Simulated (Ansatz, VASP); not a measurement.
**Ag in VASP and in Ansatz**

Contents of INCAR:

```
  ALGO = Normal
  EDIFF = 1E-6
  ENCUT = 520
  GGA = PE
  ISIF = 2
  ISMEAR = -1
  LASPH = True
  LCHARG = True
  LELF = True
  LREAL = False
  LVHAR = True
  LWAVE = False
  NBANDS = 12
  NELM = 100
  PREC = Accurate
  SIGMA = 0.05
```

The input KPOINTS:

```
k-points
0
Gamma
  15 15 15
```

File POSCAR:

```
Ag
1.0
    0.0000000000      2.1043930000      2.0431000000
    2.1043930000      0.0000000000      2.0431000000
    2.1043930000      2.1043930000      0.0000000000
Ag
1
Direct
    0.0000000000      0.0000000000      0.0000000000
```

Input for Ansatz:

```yaml
crystal:
  lattice:
    - [0.0, 2.104393, 2.0431]
    - [2.104393, 0.0, 2.0431]
    - [2.104393, 2.104393, 0.0]
  atoms:
    - { symbol: Ag, position: [0.0, 0.0, 0.0] }
kpoints:
  mp_grid: { grid: [15, 15, 15] }
  band_path:
    path:
      - [0.0, 0.0, 0.0]
      - [0.0, 0.5, 0.5]
      - [0.25, 0.75, 0.5]
      - [0.0, 0.5, 0.0]
      - [0.0, 0.0, 0.0]
      - [0.5, 0.5, 0.0]
      - [0.3826125, 0.6173875, 0.0]
      - [-0.3826125, 0.3826125, 0.0]
      - [0.0, 0.0, 0.0]
    npoints: 5
scf:
  occupations: { method: fermi_dirac, width: 0.05 }
hamiltonian:
  xc: pbe
  pseudopotentials: { kind: all_electron, lapw: { basis_error: 0.001 } }
output:
  forces: true
  stress: true
  eigenvalues: true
```

Change from the starting cell: equal xx and yy strain of +3 %.

Alike in both runs: task single point; functional PBE; k mesh 15 × 15 × 15; occupations fermi-dirac, width 0.05 eV; no spin polarisation.

```csv
,VASP,Ansatz
version,VASP 6.6.1,Ansatz 0.2.0
potentials or method,"VASP PAW PBE potentials, release 64 (Ag), cutoff 520 eV","all-electron LAPW, scalar-relativistic"
```

Ansatz gave:

```
pressure (GPa)                                                : -1.3
traceless stress, the component that is largest in VASP (GPa) : 0.12
```

Q: What did VASP give for the same quantities?

A: Pressure (GPa): -1.4; traceless stress, the component that is largest in VASP (GPa): 0.13.

Ansatz ran all-electron here, and VASP with PAW potentials.
